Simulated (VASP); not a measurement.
# Mo (P6/mmm) in VASP: notebook

Mo is run at these levels: PBEsol, LDA; tasks: relaxation of cell and atoms.

Everything below comes from runs of VASP 6.6.1. Logs are shortened: lines on timing, memory, paths and dates and some standing lists are left out, and cuts for length are marked.

**1. The cell of the first run**

The structure is hexagonal, space group P6/mmm (No. 191). Conventional cell: a = 2.736 Å, b = 2.736 Å, c = 2.555 Å, α = 90.00°, β = 90.00°, γ = 120.00°. Within 3.4 Å of Mo (site symmetry 6/mmm) lie 8 Mo at 2.56 to 2.74 Å.

**2. Relaxation of cell and atoms, PBEsol**

Input file INCAR:

```
PREC     = Accurate       # precision mode
ENCUT    = 600            # plane-wave cutoff, eV
EDIFF    = 1E-6           # SCF threshold, eV
ISMEAR   = -1             # smearing method
SIGMA    = 0.1            # smearing width, eV
LREAL    = F              # projectors in reciprocal space
LASPH    = T              # aspherical terms in the spheres
NELM     = 60             # most SCF steps
ALGO     = Normal         # electronic algorithm
ISIF     = 3              # what is computed and relaxed
LWAVE    = F              # write WAVECAR
LCHARG   = F              # write CHGCAR
GGA      = PS             # functional
IBRION   = 2              # ionic algorithm
NSW      = 100            # ionic steps
EDIFFG   = -0.01          # ionic threshold
```

Input file KPOINTS:

```
regular mesh
0
Gamma
  13 13 12
```

Input file POSCAR:

```
Mo
1.0
    2.7355104000      0.0000000000      0.0000000000
   -1.3677552000      2.3690215000      0.0000000000
    0.0000000000      0.0000000000      2.5551807000
Mo
1
Direct
    0.0000000000      0.0000000000      0.5000000000
```

Potentials or basis: VASP PAW PBE potentials, release 64 (Mo_sv).

Run with:

```sh
$ cat potpaw_PBE.64/Mo_sv/POTCAR > POTCAR
$ mpirun -np 1 vasp_std > vasp.out
```

OUTCAR:

```text
PREC = Accurate
   ENCUT = 600
   EDIFF = 1E-6
   ISMEAR = -1
   LREAL = F
   LASPH = T
   NELM = 60
   ISIF = 3
   GGA = PS
   IBRION = 2
   NSW = 100
   EDIFFG = -0.01

 ion  position               nearest neighbor table
   1  0.000  0.000  0.500-

  LATTYP: Found a hexagonal cell.
 ALAT       =     2.7355104000
 C/A-ratio  =     0.9340782254

  Lattice vectors:

 A1 = (   2.7355104000,   0.0000000000,   0.0000000000)
 A2 = (  -1.3677552000,   2.3690215000,   0.0000000000)
 A3 = (   0.0000000000,   0.0000000000,   2.5551807000)

Analysis of symmetry for initial positions (statically):
=====================================================================
 Subroutine PRICEL returns:
 Original cell was already a primitive cell.

 Routine SETGRP: Setting up the symmetry group for a
 hexagonal supercell.

 Subroutine GETGRP returns: Found 24 space group operations
 (whereof 24 operations were pure point group operations)
 out of a pool of 24 trial point group operations.

The static configuration has the point symmetry D_6h.

Analysis of symmetry for dynamics (positions and initial velocities):
=====================================================================
 Subroutine PRICEL returns:
 Original cell was already a primitive cell.

 Routine SETGRP: Setting up the symmetry group for a
 hexagonal supercell.

 Subroutine GETGRP returns: Found 24 space group operations
 (whereof 24 operations were pure point group operations)
 out of a pool of 24 trial point group operations.

The dynamic configuration has the point symmetry D_6h.

 Subroutine INISYM returns: Found 24 space group operations
 (whereof 24 operations are pure point group operations),
 and found     1 'primitive' translations

----------------------------------------------------------------------------------------

                                     Primitive cell

  volume of cell :      16.5588

  direct lattice vectors                    reciprocal lattice vectors
     2.735510400  0.000000000  0.000000000     0.365562492  0.211057603  0.000000000
    -1.367755200  2.369021500  0.000000000     0.000000000  0.422115207  0.000000000
     0.000000000  0.000000000  2.555180700     0.000000000  0.000000000  0.391361754

  length of vectors
     2.735510400  2.735510401  2.555180700     0.422115207  0.422115207  0.391361754

  position of ions in fractional coordinates (direct lattice)
     0.000000000  0.000000000  0.500000000

  ion indices of the primitive-cell ions
[... 94 lines left out ...]
     AMIX_MAG =   1.60;   BMIX_MAG =  1.00
  volume/ion in A,a.u.               =      16.56       111.74
  Fermi-wavevector in a.u.,A,eV,Ry     =   1.548013  2.925320 32.604229  2.396343
  Thomas-Fermi vector in A             =   2.653024
   LORBIT       =      0    0 simple, 1 ext, 2 COOP (PROOUT), +10 PAW based schemes
   GGA     = PS    functional components
   LHFCALC =     F    Hartree Fock is set to
   AEXX    =    0.0000 exact exchange contribution
   IVDW    =     0    specifies the selected vdW correction
   LEPSILON=     F    determine dielectric tensor
   LRPA    =     F    only Hartree local field effects (RPA)
 conjugate gradient relaxation of ions
 non-spin polarized calculation
  energy-cutoff  :      600.00
  volume of cell :       16.56
 maximum number of plane-waves:       575
 NGX is ok and might be reduce to    24
   NGX = 11   NGY = 11   NGZ = 11

--------------------------------------- Ionic step        1  -------------------------------------------

 number of electron      13.9999998 magnetization

 Free energy of the ion-electron system (eV)
  ---------------------------------------------------
  ext. energy  EPLUGINS =         0.00000000
  ---------------------------------------------------
  free energy    TOTEN  =       -10.86652752 eV

  energy without entropy =      -10.82864818  energy(sigma->0) =      -10.84758785

------------------------ aborting loop because EDIFF is reached ----------------------------------------

  FORCE on cell =-STRESS in cart. coord.  units (eV):
  Direction    XX          YY          ZZ          XY          YZ          ZX
  --------------------------------------------------------------------------------------
  -------------------------------------------------------------------------------------
  Total       -0.1141656     -0.1141656     -0.8065884      0.0000000     -0.0000000      0.0000000
  in kB      -11.0463035    -11.0463035    -78.0429308      0.0000000     -0.0000000      0.0000000
  external PRESSURE =     -33.3785126 kB  Pullay stress =       0.0000000 kB
[... 127 lines left out ...]
--------------------------------------- Ionic step        5  -------------------------------------------

 number of electron      14.0000000 magnetization

 Free energy of the ion-electron system (eV)
  ---------------------------------------------------
  ext. energy  EPLUGINS =         0.00000000
  ---------------------------------------------------
  free energy    TOTEN  =       -10.87610389 eV

  energy without entropy =      -10.83732205  energy(sigma->0) =      -10.85671297

 E-fermi :  11.6464     XC(G=0): -13.2107

 val. band max:       11.6397464633   @ k =   0.3846   0.1538   0.2500
 cond. band min:      11.6538327683   @ k =   0.2308   0.0000   0.5000
 fundamental gap:      0.0140863050
 Fermi energy:        11.6464393002

 k-point     1 :       0.0000    0.0000    0.0000
  band No.  band energies     occupation
      1     -49.2797      2.00000
      2     -22.5874      2.00000
      3     -22.5874      2.00000
      4     -22.3500      2.00000
      5       4.8120      2.00000
      6       7.1932      2.00000
      7      10.7135      1.99982
      8      10.7135      1.99982
      9      16.0118      0.00000
     10      16.0118      0.00000
     11      24.4907      0.00000
[... 309 lines left out ...]
 k-point    24 :       0.1538    0.0000    0.0833
  band No.  band energies     occupation
      1     -49.2134      2.00000
      2     -22.8801      2.00000
      3     -22.6428      2.00000
      4     -22.4691      2.00000
      5       5.8848      2.00000
      6       7.8377      2.00000
      7      10.0546      2.00000
      8      11.5975      1.24008
      9      14.8365      0.00000
     10      15.5008      0.00000
     11      26.3849      0.00000

 [... further k-points ...]

------------------------ aborting loop because EDIFF is reached ----------------------------------------

  FORCE on cell =-STRESS in cart. coord.  units (eV):
  Direction    XX          YY          ZZ          XY          YZ          ZX
  --------------------------------------------------------------------------------------
  -------------------------------------------------------------------------------------
  Total        0.0010415      0.0010415     -0.0092644      0.0000000      0.0000000      0.0000000
  in kB        0.1024952      0.1024952     -0.9116935      0.0000000      0.0000000      0.0000000
  external PRESSURE =      -0.2355677 kB  Pullay stress =       0.0000000 kB
[... 16 lines left out ...]
  FREE ENERGIE OF THE ION-ELECTRON SYSTEM (eV)
  ---------------------------------------------------
  free  energy   TOTEN  =       -10.8761038919 eV

  energy  without entropy=      -10.8373220497  energy(sigma->0) =      -10.85671297

 reached required accuracy - stopping structural energy minimisation
```

OSZICAR:

```text
N       E                     dE             d eps       ncg     rms          rms(c)
DAV:   1     0.121846153453E+03    0.12185E+03   -0.10160E+04  3250   0.147E+03
DAV:   2    -0.955067765765E+01   -0.13140E+03   -0.12748E+03  3548   0.384E+02
DAV:   3    -0.114203615818E+02   -0.18697E+01   -0.18450E+01  3665   0.472E+01
[... 37 lines left out ...]
DAV:   2    -0.108777947184E+02    0.14019E-01   -0.17491E-02  3327   0.150E+00    0.234E-01
DAV:   3    -0.108760893182E+02    0.17054E-02   -0.42393E-03  3375   0.688E-01    0.118E-01
DAV:   4    -0.108761092334E+02   -0.19915E-04   -0.11237E-04  3402   0.125E-01    0.190E-02
DAV:   5    -0.108761033966E+02    0.58369E-05   -0.21798E-05  3429   0.544E-02    0.114E-02
DAV:   6    -0.108761038919E+02   -0.49532E-06   -0.49153E-07  1941   0.806E-03
   5 F= -.10876104E+02 E0= -.10856713E+02  d E =-.185388E-02
```

It took 39 s on 1 thread of Intel Xeon 6975P-C, shared host; peak memory 0.17 GiB.

What came out:

```
Free energy                            : -10.8761 eV
Relaxed volume                         : 16.28 Å³/atom
Relaxed cell                           : a = 2.746 Å, b = 2.746 Å, c = 2.493 Å, α = 90.00°, β = 90.00°, γ = 120.00°
Space group after relaxing (to 0.05 Å) : P6/mmm (No. 191)
Energy gained by relaxing              : 9.6 meV/atom
Ionic steps                            : 5
Pressure after relaxing                : 0.0 GPa
Band gap on the k mesh                 : zero (band 7 reaches 12.49 eV, above the bottom of band 8 at 10.71 eV)
```

The path:
| step | energy change (eV) | largest force (eV/Å) | pressure (GPa) | volume (Å³) |
| --- | --- | --- | --- | --- |
| 1 | 0.0000 | 0.0000 | -3.34 | 16.56 |
| 2 | 0.0038 | 0.0000 | 8.05 | 15.74 |
| 3 | -0.0077 | 0.0000 | 1.45 | 16.18 |
| 4 | -0.0089 | 0.0000 | -0.87 | 16.34 |
| 5 | -0.0096 | 0.0000 | -0.02 | 16.28 |

Final structure:
```
Mo
1.0
     2.74586    0.00000    0.00000
    -1.37293    2.37798    0.00000
     0.00000    0.00000    2.49341
Mo
1
Direct
  0.00000 0.00000 0.50000
```

Caveat: the PAW data sets were made with another functional, which shifts forces and pressure a little.

**3. Relaxation of cell and atoms, LDA**

Input file INCAR:

```
SYSTEM = Mo
PREC     = Accurate       ! precision mode
ENCUT    = 600            ! plane-wave cutoff, eV
EDIFF    = 1E-6           ! SCF threshold, eV
ISMEAR   = -1             ! smearing method
SIGMA    = 0.1            ! smearing width, eV
LREAL    = .False.        ! projectors in reciprocal space
LASPH    = .True.         ! aspherical terms in the spheres
NELM     = 80             ! most SCF steps
ALGO     = Normal         ! electronic algorithm
ISIF     = 3              ! what is computed and relaxed
LWAVE    = .False.        ! write WAVECAR
LCHARG   = .False.        ! write CHGCAR
GGA      = CA             ! functional
IBRION   = 2              ! ionic algorithm
NSW      = 100            ! ionic steps
EDIFFG   = -0.01          ! ionic threshold
```

Input file KPOINTS:

```
regular mesh
0
Gamma
  13 13 12
  0 0 0
```

POSCAR is that of step 2.

Potentials or basis: VASP PAW LDA potentials, release 64 (Mo_sv).

Run with:

```sh
$ cat potpaw_LDA.64/Mo_sv/POTCAR > POTCAR
$ mpirun -np 1 vasp_std > vasp.out
```

It took 56 s on 1 thread of Intel Xeon 6975P-C, shared host; peak memory 0.16 GiB.

Results (log left out):

* Free energy: -11.2472 eV
* Relaxed volume: 16.00 Å³/atom
* Relaxed cell: a = 2.734 Å, b = 2.734 Å, c = 2.471 Å, α = 90.00°, β = 90.00°, γ = 120.00°
* Space group after relaxing (to 0.05 Å): P6/mmm (No. 191)
* Energy gained by relaxing: 21.5 meV/atom
* Ionic steps: 9
* Pressure after relaxing: 0.0 GPa
* Band gap on the k mesh: zero (band 7 reaches 12.85 eV, above the bottom of band 8 at 10.93 eV)

Stress tensor (GPa, compression positive):
```
-0.03  0.00  0.00
 0.00 -0.03  0.00
 0.00  0.00  0.06
```

Step by step:
```csv
step,energy change (eV),largest force (eV/Å),pressure (GPa),volume (Å³)
1,0.0000,0.0000,-7.20,16.56
2,0.0490,0.0000,20.66,14.83
3,-0.0181,0.0000,0.93,15.94
4,-0.0181,0.0000,1.10,15.93
5,-0.0213,0.0000,-0.03,16.00
6,-0.0215,0.0000,0.16,15.98
7,-0.0215,0.0000,0.16,15.98
8,-0.0215,0.0000,-0.32,16.02
9,-0.0215,0.0000,0.00,16.00
```

Final structure:
```xyz
1
Lattice="2.7339 0.0000 0.0000 -1.3669 2.3676 0.0000 0.0000 0.0000 2.4713" Properties=species:S:1:pos:R:3 pbc="T T T"
Mo    2.7339    0.0000    1.2357
```

Levels at points of the mesh, in eV from the Fermi level:
| k point | band 3 | band 4 | band 5 | band 6 | band 7 | band 8 | band 9 | band 10 | band 11 |
| --- | --- | --- | --- | --- | --- | --- | --- | --- | --- |
| (0.00, 0.00, 0.00) | -34.10 | -33.82 | -6.83 | -4.55 | -0.98 | -0.98 | 4.49 | 4.49 | 12.86 |
| (0.00, 0.00, 0.50) | -33.87 | -33.87 | -3.52 | 0.04 | 0.04 | 0.43 | 0.46 | 0.46 | 11.39 |
